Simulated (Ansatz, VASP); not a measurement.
## Ga2BAs3: VASP beside Ansatz

```
Ga B As
1.0
    -1.90306    1.90306    8.31388
     1.90306   -1.90306    8.31388
     1.90306    1.90306   -8.31388
Ga B As
2 1 3
Cartesian
  0.0000 0.0000 13.9729
  0.0000 0.0000 2.6549
  0.0000 0.0000 8.3139
  0.0000 1.9031 1.1302
  1.9031 0.0000 4.1569
  0.0000 1.9031 7.1837
```

Alike in both runs: functional PBE; k mesh 6 × 6 × 6; occupations gaussian, width 0.1 eV; no spin polarisation.

Ansatz relaxed the structure, and its values are those at the end. VASP's run is a single point on that final structure, the one shown.

|  | VASP | Ansatz |
| --- | --- | --- |
| version | VASP 6.6.1 | Ansatz 0.2.0 |
| potentials or method | VASP PAW PBE potentials, release 64 (Ga_d, B, As), cutoff 520 eV | scalar-relativistic, plane waves, PAW |
| valence electrons in the cell | 44 | 74 |

```tsv
	VASP	Ansatz	Ansatz less VASP
gap on the k mesh at the Fermi level (eV)	0.47	0.47	-0.001
least direct gap on the mesh (eV)	0.47	0.47	-0.001
pressure (GPa)	0.4	0.2	-0.22
rms of the force components (eV/Å)	0.005	0.003	-0.0020
```

VASP's potentials hold 44 valence electrons a cell and Ansatz's 74, so a difference there can come from the potentials and not from the codes.
